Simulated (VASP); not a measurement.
Runs of VASP 6.6.1 on MgO (rocksalt type). The structure is that of space group Fm-3m (No. 225), or close to it. The cells are those of the table. 

```tsv
potentials or basis	cell	cutoff (eV)	gap on the mesh (eV)	pressure (GPa)
VASP PAW LDA potentials, release 64 (Mg, O)	a = 2.818 Å, angles 60.0°, 2 atoms	600	6.45	(b)
VASP PAW LDA potentials, release 64 (Mg, O)	a = 2.410 Å, angles 60.0°, 2 atoms	600	8.50	366.3
VASP PAW LDA potentials, release 64 (Mg, O)	a = 2.636 Å, angles 60.0°, 2 atoms	600	8.98	110.7
VASP PAW LDA potentials, release 64 (Mg, O)	a = 2.881 Å, angles 60.0°, 2 atoms	600	5.69	(c)
VASP PAW LDA potentials, release 64 (Mg_sv, O)	a = 2.941 Å, angles 60.0°, 2 atoms	840	5.04	0.6
VASP PAW LDA potentials, release 64 (Mg, O)	a = 2.535 Å, angles 60.0°, 2 atoms	600	(a)	(d)
```

Alike in all rows: task single point; level LDA; no spin polarisation; k mesh 15 × 15 × 15; smearing fermi-dirac 0.05 eV.

**Question.** Fill in the values left out.

**Answer.** (a) 8.84; (b) 26.7; (c) 10.1; (d) 195.7.

Caveats: an odd mesh through Γ misses points on the zone boundary, where band edges can lie; the cell stands under pressure (at least some runs).

The runs don't all hold the same shells in valence.
